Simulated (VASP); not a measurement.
Runs of VASP 6.6.1 on TiN. The structure is that of space group Fm-3m (No. 225), or close to it. The cells are those of the table. 

| task | spin | cell | k mesh | k mesh for the DOS | occupations for the DOS | gap on the mesh (eV) | pressure (GPa) |
| --- | --- | --- | --- | --- | --- | --- | --- |
| single point | off | a = 2.973 Å, angles 60.0°, 2 atoms | 18 × 18 × 18 | - | - | none | 9.5 |
| single point | collinear, ferromagnetic start | a = 2.997 Å, angles 60.0°, 2 atoms | 8 × 8 × 8 | - | - | none | 2.4 |
| single point | off | a = 3.003 Å, angles 60.0°, 2 atoms | 18 × 18 × 18 | - | - | none | 0.5 |
| single point | off | a = 2.910 Å, angles 60.0°, 2 atoms | 18 × 18 × 18 | - | - | none | (a) |
| single point | off | a = 3.062 Å, angles 60.0°, 2 atoms | 18 × 18 × 18 | - | - | none | -13.9 |
| single point | off | a = 2.878 Å, angles 60.0°, 2 atoms | 18 × 18 × 18 | - | - | none | (b) |

Alike in all rows: level PBE; potentials or basis VASP PAW PBE potentials, release 64 (Ti_sv, N); cutoff (eV) 520; smearing gaussian 0.1 eV.

**Question.** Fill in the values left out.

**Answer.** (a) 32.4; (b) 47.0.

A gap of «none» marks levels without a gap at the run's occupations.
